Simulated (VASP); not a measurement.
# Rb3Al (Fm-3m) in VASP: single point with PBE

Aim: the single point of Rb3Al with PBE.

Everything below comes from runs of VASP 6.6.1. Logs are shortened: lines on timing, memory, paths and dates and some standing lists are left out, and cuts for length are marked.

## Step 1: The cell of the first run

It takes space group Fm-3m (No. 225, cubic). Conventional cell: a = 8.841 Å, b = 8.841 Å, c = 8.841 Å, α = 90.00°, β = 90.00°, γ = 90.00°. Rb (site symmetry -43m) has 10 Rb at 3.83 to 4.42 Å and 4 Al at 3.83 Å within 5.0 Å. Rb (site symmetry m-3m) has 8 Rb at 3.83 Å and 6 Al at 4.42 Å within 5.0 Å. Within 5.0 Å of Al (site symmetry m-3m) lie 14 Rb at 3.83 to 4.42 Å.

## Step 2: Single point, PBE (Na replaced by Rb, lengths x 1.157, strained)

INCAR reads:

```
ALGO     = Fast           # electronic algorithm
EDIFF    = 1E-6           # SCF threshold, eV
ENCUT    = 520            # plane-wave cutoff, eV
GGA      = PE             # functional
ISIF     = 2              # what is computed and relaxed
ISMEAR   = 0              # smearing method
LASPH    = True           # aspherical terms in the spheres
LCHARG   = False          # write CHGCAR
LREAL    = False          # projectors in reciprocal space
LWAVE    = False          # write WAVECAR
NBANDS   = 23             # bands
NELM     = 80             # most SCF steps
PREC     = Accurate       # precision mode
SIGMA    = 0.1            # smearing width, eV
```

KPOINTS reads:

```
k-points
0
Gamma
  8 8 8
```

POSCAR reads:

```
Rb3Al
1.0
    0.0000000000      4.4203001052      4.4203001052
    4.4203001052      0.0000000000      4.4203001052
    4.4203001052      4.4203001052      0.0000000000
Rb Al
3 1
Direct
    0.2500000000      0.2500000000      0.2500000000
    0.7500000000      0.7500000000      0.7500000000
    0.5000000000      0.5000000000      0.5000000000
    0.0000000000      0.0000000000      0.0000000000
```

Potentials or basis: VASP PAW PBE potentials, release 64 (Rb_sv, Al).

On the command line:

```
> cat potpaw_PBE.64/Rb_sv/POTCAR potpaw_PBE.64/Al/POTCAR > POTCAR
> mpirun -np 1 vasp_std > vasp.out
```

OUTCAR:

```text
EDIFF = 1E-6
   ENCUT = 520
   GGA = PE
   ISIF = 2
   ISMEAR = 0
   LASPH = True
   LREAL = False
   NELM = 80
   PREC = Accurate

 ion  position               nearest neighbor table
   1  0.250  0.250  0.250-   3 3.83   4 3.83   4 3.83   4 3.83   4 3.83   3 3.83   3 3.83   3 3.83
                             2 4.42   2 4.42   2 4.42   2 4.42   2 4.42   2 4.42
   2  0.750  0.750  0.750-   3 3.83   4 3.83   3 3.83   3 3.83   3 3.83   4 3.83   4 3.83   4 3.83
                             1 4.42   1 4.42   1 4.42   1 4.42   1 4.42   1 4.42
   3  0.500  0.500  0.500-   1 3.83   2 3.83   1 3.83   1 3.83   1 3.83   2 3.83   2 3.83   2 3.83
                             4 4.42   4 4.42   4 4.42   4 4.42   4 4.42   4 4.42
   4  0.000  0.000  0.000-   1 3.83   2 3.83   2 3.83   2 3.83   2 3.83   1 3.83   1 3.83   1 3.83
                             3 4.42   3 4.42   3 4.42   3 4.42   3 4.42   3 4.42

  LATTYP: Found a face centered cubic cell.
 ALAT       =     8.8406002104

  Lattice vectors:

 A1 = (   0.0000000000,   4.4203001052,   4.4203001052)
 A2 = (   4.4203001052,   0.0000000000,   4.4203001052)
 A3 = (   4.4203001052,   4.4203001052,   0.0000000000)

Analysis of symmetry for initial positions (statically):
=====================================================================
 Subroutine PRICEL returns:
 Original cell was already a primitive cell.

 Routine SETGRP: Setting up the symmetry group for a
 face centered cubic supercell.

 Subroutine GETGRP returns: Found 48 space group operations
 (whereof 48 operations were pure point group operations)
 out of a pool of 48 trial point group operations.

The static configuration has the point symmetry O_h .

Analysis of symmetry for dynamics (positions and initial velocities):
=====================================================================
 Subroutine PRICEL returns:
 Original cell was already a primitive cell.

 Routine SETGRP: Setting up the symmetry group for a
 face centered cubic supercell.

 Subroutine GETGRP returns: Found 48 space group operations
 (whereof 48 operations were pure point group operations)
 out of a pool of 48 trial point group operations.

The dynamic configuration has the point symmetry O_h .

 Subroutine INISYM returns: Found 48 space group operations
 (whereof 48 operations are pure point group operations),
 and found     1 'primitive' translations

----------------------------------------------------------------------------------------

                                     Primitive cell

  volume of cell :     172.7370

  direct lattice vectors                    reciprocal lattice vectors
     0.000000000  4.420300105  4.420300105    -0.113114492  0.113114492  0.113114492
     4.420300105  0.000000000  4.420300105     0.113114492 -0.113114492  0.113114492
     4.420300105  4.420300105  0.000000000     0.113114492  0.113114492 -0.113114492

  length of vectors
     6.251248359  6.251248359  6.251248359     0.195920047  0.195920047  0.195920047

  position of ions in fractional coordinates (direct lattice)
     0.250000000  0.250000000  0.250000000
     0.750000000  0.750000000  0.750000000
     0.500000000  0.500000000  0.500000000
     0.000000000  0.000000000  0.000000000

  ion indices of the primitive-cell ions
   primitive index   ion index
                 1           1
                 2           2
                 3           3
                 4           4

----------------------------------------------------------------------------------------

 KPOINTS: k-points

Automatic generation of k-mesh.
 Grid dimensions read from file:
 generate k-points for:    8    8    8

 Generating k-lattice:

  Cartesian coordinates                     Fractional coordinates (reciprocal lattice)
    -0.014139311  0.014139311  0.014139311     0.125000000  0.000000000  0.000000000
     0.014139311 -0.014139311  0.014139311     0.000000000  0.125000000  0.000000000
     0.014139311  0.014139311 -0.014139311     0.000000000  0.000000000  0.125000000

  Length of vectors
     0.024490006  0.024490006  0.024490006

  Shift w.r.t. Gamma in fractional coordinates (k-lattice)
     0.000000000  0.000000000  0.000000000

 Subroutine IBZKPT returns following result:
 ===========================================

 Found     29 irreducible k-points:

 Following reciprocal coordinates:
            Coordinates               Weight
  0.000000  0.000000  0.000000      1.000000
  0.125000  0.000000  0.000000      8.000000
  0.250000  0.000000  0.000000      8.000000
  0.375000  0.000000  0.000000      8.000000
  0.500000  0.000000  0.000000      4.000000
  0.125000  0.125000  0.000000      6.000000
[... 16 lines left out ...]
  0.500000  0.250000  0.125000     48.000000
 -0.375000  0.250000  0.125000     24.000000
 [... further k-points ...]
   k-points           NKPTS =     29   k-points in BZ     NKDIM =     29   number of bands    NBANDS=     23
   number of dos      NEDOS =    301   number of ions     NIONS =      4
   total plane-waves  NPLWV = 110592
   dimension x,y,z NGX =    48 NGY =   48 NGZ =   48
   dimension x,y,z NGXF=    96 NGYF=   96 NGZF=   96
   ions per type =               3   1
   NGX,Y,Z   is equivalent  to a cutoff of  12.77, 12.77, 12.77 a.u.
   NGXF,Y,Z  is equivalent  to a cutoff of  25.53, 25.53, 25.53 a.u.
 SYSTEM =  unknown system
   PREC   = accura    normal or accurate (medium, high low for compatibility)
   ISTART =      0    job   : 0-new  1-cont  2-samecut
   ICHARG =      2    charge: 1-file 2-atom 10-const
   ISPIN  =      1    spin polarized calculation?
   LNONCOLLINEAR =      F non collinear calculations
   LSORBIT =      F    spin-orbit coupling
   LASPH  =      T    aspherical Exc in radial PAW
   ENCUT  =  520.0 eV  38.22 Ry    6.18 a.u.  11.62 11.62 11.62*2*pi/ulx,y,z
   NELM   =     80;   NELMIN=  2; NELMDL= -5     # of ELM steps
   EDIFF  = 0.1E-05   stopping-criterion for ELM
   LREAL  =      F    real-space projection
   EDIFFG = 0.1E-04   stopping-criterion for IOM
   NSW    =      0    number of steps for IOM
   IBRION =     -1    ionic relax: 0-MD 1-quasi-New 2-CG
   NFREE  =      0    steps in history (QN), initial steepest desc. (CG)
   ISIF   =      2    stress and relaxation
   ISYM   =      2    0-nonsym 1-usesym 2-fastsym
   POTIM  = 0.5000    time-step for ionic-motion
   TEBEG  =    0.0;   TEEND  =   0.0 temperature during run
   PSTRESS=    0.0 pullay stress
   NELECT =      30.0000    total number of electrons
   NUPDOWN=      -1.0000    fix difference up-down
   EMIN   =  10.00;   EMAX   =-10.00  energy-range for DOS
   EFERMI =   0.00;   METHOD = LEGACY
   ISMEAR =     0;   SIGMA  =   0.10  broadening in eV -4-tet -1-fermi 0-gaus
   EFERMI_NEDOS =   21; number of points for ismear=-14 and -15
   IALGO  =     68    algorithm
   IMIX   =      4    mixing-type and parameters
     AMIX     =   0.40;   BMIX     =  1.00
     AMIX_MAG =   1.60;   BMIX_MAG =  1.00
  volume/ion in A,a.u.               =      43.18       291.42
  Fermi-wavevector in a.u.,A,eV,Ry     =   0.913384  1.726046 11.350942  0.834271
  Thomas-Fermi vector in A             =   2.037890
   LORBIT       =      0    0 simple, 1 ext, 2 COOP (PROOUT), +10 PAW based schemes
   GGA     = PE    functional components
   LHFCALC =     F    Hartree Fock is set to
   AEXX    =    0.0000 exact exchange contribution
   IVDW    =     0    specifies the selected vdW correction
   LEPSILON=     F    determine dielectric tensor
   LRPA    =     F    only Hartree local field effects (RPA)
 non-spin polarized calculation
 RMM-DIIS sequential band-by-band and
 Gauss-broadening in eV      SIGMA  =   0.10
  energy-cutoff  :      520.00
  volume of cell :      172.74
 maximum number of plane-waves:      4720
 NGX is ok and might be reduce to    48
   NGX = 23   NGY = 23   NGZ = 23

 number of electron      30.0000000 magnetization

 Free energy of the ion-electron system (eV)
  ---------------------------------------------------
  ext. energy  EPLUGINS =         0.00000000
  ---------------------------------------------------
  free energy    TOTEN  =        -4.88064740 eV

  energy without entropy =       -4.82831469  energy(sigma->0) =       -4.85448105

 E-fermi :   1.8095     XC(G=0):  -7.4296

 val. band max:        1.7960283863   @ k =   0.5000   0.3750   0.0000
 cond. band min:       1.8189354259   @ k =   0.2500   0.0000   0.0000
 fundamental gap:      0.0229070396
 Fermi energy:         1.8094624896

 k-point     1 :       0.0000    0.0000    0.0000
  band No.  band energies     occupation
      1     -27.1256      2.00000
      2     -26.4304      2.00000
      3     -26.4108      2.00000
      4     -11.2988      2.00000
      5     -11.2988      2.00000
      6     -11.2988      2.00000
[... 15 lines left out ...]
     22       4.6262      0.00000
     23       6.8437      0.00000

 k-point     2 :       0.1250    0.0000    0.0000
  band No.  band energies     occupation
      1     -27.1251      2.00000
      2     -26.4301      2.00000
      3     -26.4117      2.00000
      4     -11.3040      2.00000
      5     -11.3040      2.00000
      6     -11.3034      2.00000
[... 15 lines left out ...]
     22       4.6233      0.00000
     23       6.4247      0.00000

 k-point     3 :       0.2500    0.0000    0.0000
  band No.  band energies     occupation
      1     -27.1237      2.00000
      2     -26.4289      2.00000
      3     -26.4144      2.00000
      4     -11.3162      2.00000
      5     -11.3162      2.00000
      6     -11.3116      2.00000
[... 15 lines left out ...]
     22       4.6341      0.00000
     23       5.6128      0.00000
[... 495 lines left out ...]
 k-point    23 :       0.5000    0.2500    0.1250
  band No.  band energies     occupation
      1     -27.1215      2.00000
      2     -26.4263      2.00000
      3     -26.4195      2.00000
      4     -11.3515      2.00000
      5     -11.3338      2.00000
      6     -11.3066      2.00000
[... 15 lines left out ...]
     22       5.0539      0.00000
     23       5.3070      0.00000

 k-point    24 :      -0.3750    0.2500    0.1250
  band No.  band energies     occupation
      1     -27.1210      2.00000
      2     -26.4235      2.00000
      3     -26.4227      2.00000
      4     -11.3567      2.00000
      5     -11.3251      2.00000
      6     -11.3189      2.00000
[... 15 lines left out ...]
     22       5.0834      0.00000
     23       5.2787      0.00000

 [... further k-points ...]

------------------------ aborting loop because EDIFF is reached ----------------------------------------

  FORCE on cell =-STRESS in cart. coord.  units (eV):
  Direction    XX          YY          ZZ          XY          YZ          ZX
  --------------------------------------------------------------------------------------
  -------------------------------------------------------------------------------------
  Total        2.1513974      2.1513974      2.1513974     -0.0000000      0.0000000      0.0000000
  in kB       19.9547350     19.9547350     19.9547350     -0.0000000      0.0000000      0.0000000
  external PRESSURE =      19.9547350 kB  Pullay stress =       0.0000000 kB

 VOLUME and BASIS-vectors are now :
 -----------------------------------------------------------------------------
  energy-cutoff  :      520.00
  volume of cell :      172.74
      direct lattice vectors                 reciprocal lattice vectors
     0.000000000  4.420300105  4.420300105    -0.113114492  0.113114492  0.113114492
     4.420300105  0.000000000  4.420300105     0.113114492 -0.113114492  0.113114492
     4.420300105  4.420300105  0.000000000     0.113114492  0.113114492 -0.113114492

 POSITION                                       TOTAL-FORCE (eV/Angst)
 -----------------------------------------------------------------------------------
      2.21015      2.21015      2.21015         0.000000      0.000000      0.000000
      6.63045      6.63045      6.63045        -0.000000     -0.000000     -0.000000
      4.42030      4.42030      4.42030         0.000000      0.000000      0.000000
      0.00000      0.00000      0.00000         0.000000      0.000000      0.000000
 -----------------------------------------------------------------------------------
    total drift:                               -0.000000     -0.000000     -0.000000

  FREE ENERGIE OF THE ION-ELECTRON SYSTEM (eV)
  ---------------------------------------------------
  free  energy   TOTEN  =        -4.8806473991 eV

  energy  without entropy=       -4.8283146949  energy(sigma->0) =       -4.85448105
```

Run time: 2.1 min. Hardware: 1 thread of AMD EPYC 9R14 (Zen 4), shared host; peak memory 0.33 GiB.

Results:

```
Free energy            : -4.8806 eV
Pressure               : 2.0 GPa
Band gap on the k mesh : zero (band 15 reaches 2.13 eV, above the bottom of band 16 at 1.75 eV)
```

Caveat: the cell differs from its parent crystal (Na replaced by Rb, lengths x 1.157, strained).
